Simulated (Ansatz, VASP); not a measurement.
**Two plane-wave programs on Zr3S2**

```
Zr S
1.0
    -1.78308    3.22428    4.00983
     1.78308   -3.22428    4.00983
     1.78308    3.22428   -4.00983
Zr S
3 2
Direct
  0.69863 0.69863 0.00000
  0.30137 0.30137 0.00000
  0.00000 0.50000 0.50000
  0.27957 0.00000 0.27957
  0.72043 0.00000 0.72043
```

Alike in both runs: task relaxation of cell and atoms; functional PBE; k mesh 6 × 6 × 6; occupations gaussian, width 0.1 eV; no spin polarisation.

|  | VASP | Ansatz |
| --- | --- | --- |
| version | VASP 6.6.1 | Ansatz 0.2.0 |
| potentials or method | VASP PAW PBE potentials, release 64 (Zr_sv, S), cutoff 600 eV | scalar-relativistic, plane waves, PAW |
| valence electrons in the cell | 48 | 48 |

```tsv
	VASP	Ansatz	Ansatz less VASP
gap on the k mesh at the Fermi level, each at its own relaxed structure (eV)	none	none	-
relaxed volume (Å³/atom)	18.58	18.61	+0.030
relaxed length of the cell vector where the two differ most in proportion (Å)	5.513	5.514	+0.0004
```

A gap of «none» marks a metal or a gap that the smearing closes.
